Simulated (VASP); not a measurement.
Here is a VASP 6.6.1 calculation.

File POSCAR:

```
BN
1.0
    0.0000000000      1.8048254650      1.8048254650
    1.8048254650      0.0000000000      1.8048254650
    1.8048254650      1.8048254650      0.0000000000
B N
1 1
Direct
    0.0000000000      0.0000000000      0.0000000000
    0.2500000000      0.2500000000      0.2500000000
```

INCAR.step1

```
SYSTEM = BN
ALGO = Normal
EDIFF = 1E-5
ENCUT = 520
GGA = PE
ISIF = 2
ISMEAR = 0
LASPH = .TRUE.
LCHARG = .FALSE.
LREAL = .FALSE.
LWAVE = .TRUE.
NBANDS = 11
NELM = 80
PREC = Accurate
SIGMA = 0.01
```

Contents of INCAR.step2:

```
SYSTEM = BN
ALGO = Normal
EDIFF = 1E-6
ENCUT = 520
GGA = PE
HFSCREEN = 0.2079
ISIF = 2
ISMEAR = 0
ISTART = 1
LASPH = .TRUE.
LCHARG = .FALSE.
LHFCALC = .TRUE.
LREAL = .FALSE.
LWAVE = .FALSE.
NBANDS = 11
NELM = 80
PREC = Accurate
PRECFOCK = Normal
SIGMA = 0.01
```

KPOINTS

```
k-points
0
G
  8 8 8
  0 0 0
```

Potentials or basis: VASP PAW PBE potentials, release 64 (B, N).

Command:

```console
$ cat potpaw_PBE.64/B/POTCAR potpaw_PBE.64/N/POTCAR > POTCAR
$ cp INCAR.step1 INCAR
$ mpirun -np 1 vasp_std > vasp.out
$ cp INCAR.step2 INCAR
$ mpirun -np 1 vasp_std > vasp.out
```

Problem. What does it give for the band gap on the k mesh?

Solution. 5.78 eV (least direct gap 10.57 eV).

Problem. Estimate the pressure.

Solution. -3.9 GPa.

Caveat: the cell stands under tension; the PAW data sets were made with another functional, which shifts forces and pressure a little. A k mesh can miss the band edges.
